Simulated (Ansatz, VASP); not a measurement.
## TiB2 in VASP and in Ansatz

```
Ti B
1.0
     3.02920    0.00000    0.00000
    -1.51460    2.62336    0.00000
     0.00000    0.00000    3.22840
Ti B
1 2
Direct
  0.00000 0.00000 0.00000
  0.33663 0.66667 0.50000
  0.66667 0.33333 0.50000
```

Alike in both runs: task single point; functional PBEsol; k mesh 11 × 11 × 9; no spin polarisation.

|  | VASP | Ansatz |
| --- | --- | --- |
| version | VASP 6.6.1 | Ansatz 0.2.0 |
| potentials or method | VASP PAW PBE potentials, release 64 (Ti_sv, B), cutoff 520 eV | plane waves, PAW |
| occupations | fermi-dirac, width 0.1 eV | fermi-dirac |
| valence electrons in the cell | 18 | 18 |

Ansatz gave:

```
rms of the force components (eV/Å) : 0.080
```

Which values does VASP return?

rms of the force components (eV/Å): 0.081.

VASP's potentials were made for PBE, not for PBEsol. Atom by atom the forces differ by 0.001 eV/Å (rms over components).
